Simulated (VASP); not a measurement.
Here is a VASP 6.6.1 calculation.

INCAR

```
SYSTEM = Ga
  ALGO = Normal
  EDIFF = 1E-8
  ENCUT = 520
  GGA = PE
  ISIF = 2
  ISMEAR = -1
  LASPH = .TRUE.
  LCHARG = .FALSE.
  LEFG = .TRUE.
  LREAL = .FALSE.
  LWAVE = .FALSE.
  NBANDS = 20
  NELM = 100
  PREC = Accurate
  SIGMA = 0.03
```

Contents of KPOINTS:

```
k-points
0
G
  14 14 11
  0 0 0
```

File POSCAR:

```
Ga
1.0
    1.3830000000     -4.0265000000      0.0000000000
    1.3830000000      4.0265000000      0.0000000000
   -0.1174500000      0.0000000000      3.3299300000
Ga
2
Direct
    0.8690000000      0.1310000000      0.2500000000
    0.1310000000      0.8690000000      0.7500000000
```

Potentials or basis: VASP PAW PBE potentials, release 64 (Ga_d).

Run with:

```bash
$ cat potpaw_PBE.64/Ga_d/POTCAR > POTCAR
$ mpirun -np 1 vasp_std > vasp.out
```

(1) What does it give for the band gap on the k mesh?

(2) Estimate the largest force.

## Answers

(1) zero (bands 13 and 14 overlap by 7.98 eV).

(2) 0.190 eV/Å.

Caveat: without QUAD_EFG the Cq values of the log hold for a quadrupole moment of 1 mb, not for the nuclei.
